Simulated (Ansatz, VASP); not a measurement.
## Two plane-wave programs on Ti

```xyz
1
Lattice="-1.6051 1.6051 1.5249 1.6051 -1.6051 1.5249 1.6051 1.6051 -1.5249" Properties=species:S:1:pos:R:3 pbc="T T T"
Ti    0.0000    0.0000    0.0000
```

Change from the starting cell: strain +0.000 along x and y, -0.050 along z, atoms carried along.

Alike in both runs: task single point; functional PBEsol; k mesh 26 × 26 × 26; occupations gaussian, width 0.15 eV; no spin polarisation.

|  | VASP | Ansatz |
| --- | --- | --- |
| version | VASP 6.6.1 | Ansatz 0.2.0 |
| potentials or method | VASP PAW PBE potentials, release 64 (Ti_sv), cutoff 520 eV | scalar-relativistic, plane waves, PAW |
| valence electrons in the cell | 12 | 12 |

|  | VASP | Ansatz | Ansatz less VASP |
| --- | --- | --- | --- |
| gap on the k mesh at the Fermi level (eV) | none | none | - |
| pressure (GPa) | 6.0 | 6.4 | +0.37 |
| traceless stress, the component that is largest in VASP (GPa) | -0.94 | -0.93 | +0.004 |

VASP's potentials were made for PBE, not for PBEsol. A gap of «none» marks a metal or a gap that the smearing closes. With one functional, cell and mesh, what is left measures potentials, basis and numerics.
